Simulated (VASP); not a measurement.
A run of VASP 6.6.1:

The input POSCAR:

```
YSe2
1.0
   -2.0425305599      2.8400859581      6.6755306776
    2.0425305599     -2.8400859581      6.6755306776
    2.0425305599      2.8400859581     -6.6755306776
Y Se
2 4
Direct
    0.8492217985      0.8492217985      0.0000000000
    0.1507782015      0.1507782015      0.0000000000
    0.7065929744      0.2065929744      0.5000000000
    0.2934070256      0.7934070256      0.5000000000
    0.7897068767      0.5000000000      0.2897068767
    0.2102931233      0.5000000000      0.7102931233
```

INCAR.step1

```
SYSTEM = YSe2
ALGO = Normal
EDIFF = 1E-4
ENCUT = 520
GGA = PE
ISMEAR = 0
LASPH = .TRUE.
LCHARG = .FALSE.
LREAL = .FALSE.
LWAVE = .TRUE.
NBANDS = 32
NELM = 80
PREC = Accurate
SIGMA = 0.01
```

INCAR.step2

```
SYSTEM = YSe2
ALGO = Normal
EDIFF = 1E-7
ENCUT = 520
ISIF = 2
ISMEAR = 0
ISTART = 1
LASPH = .TRUE.
LCHARG = .TRUE.
LELF = .TRUE.
LMIXTAU = .TRUE.
LREAL = .FALSE.
LVHAR = .TRUE.
LWAVE = .FALSE.
METAGGA = R2SCAN
NBANDS = 32
NELM = 80
PREC = Accurate
SIGMA = 0.01
```

File KPOINTS:

```
k-points
0
G
  6 6 6
  0 0 0
```

Potentials or basis: VASP PAW PBE potentials, release 64 (Y_sv, Se).

Command:

```sh
$ cat potpaw_PBE.64/Y_sv/POTCAR potpaw_PBE.64/Se/POTCAR > POTCAR
$ cp INCAR.step1 INCAR
$ mpirun -np 1 vasp_std > vasp.out
$ cp INCAR.step2 INCAR
$ mpirun -np 1 vasp_std > vasp.out
```

Hardware: 1 thread of Intel(R) Xeon(R) 6975P-C (Granite Rapids), on a shared host.

**Question.** How long does it take, and how much memory?

**Answer.** It took 17 min on 1 thread of Intel(R) Xeon(R) 6975P-C (Granite Rapids), with other jobs on the host, peak memory 0.61 GiB. Counts: k points 46.
